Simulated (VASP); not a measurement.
Here is a VASP 6.6.1 calculation.

Contents of INCAR:

```
SYSTEM = Mg3CdS2
PREC = Accurate
ENCUT = 520
EDIFF = 1E-6
ISMEAR = 0
SIGMA = 0.1
LREAL = .False.
LASPH = .True.
NELM = 100
ALGO = Normal
ISIF = 2
LWAVE = .False.
LCHARG = .False.
GGA = PE
NBANDS = 24
```

File KPOINTS:

```
Automatic mesh
0
Gamma
  3 3 6
  0 0 0
```

Contents of POSCAR:

```
Mg3CdS2
1.0
    6.5323473739      0.0000000000      0.0000000000
   -3.2661736869      5.6571787721      0.0000000000
    0.0000000000      0.0000000000      3.5864126848
Mg Cd S
3 1 2
Direct
    0.0000000000      0.5000000000      0.0000000000
    0.5000000000      0.0000000000      0.0000000000
    0.5000000000      0.5000000000      0.0000000000
    0.0000000000      0.0000000000      0.0000000000
    0.6666666667      0.3333333333      0.5000000000
    0.3333333333      0.6666666667      0.5000000000
```

Potentials or basis: VASP PAW PBE potentials, release 64 (Mg, Cd, S).

Command:

```sh
$ cat potpaw_PBE.64/Mg/POTCAR potpaw_PBE.64/Cd/POTCAR potpaw_PBE.64/S/POTCAR > POTCAR
$ mpirun -np 1 vasp_std > vasp.out
```

Task: Predict the band gap on the k mesh.

Result: Zero (band 15 reaches 4.13 eV, above the bottom of band 16 at 3.66 eV).

Task: Estimate the pressure.

Result: -0.2 GPa.

Stress tensor (GPa, compression positive):
```
-0.23  0.00  0.00
 0.00 -0.23  0.00
 0.00  0.00 -0.11
```

Caveat: the k points lie up to 0.37 Å⁻¹ apart.
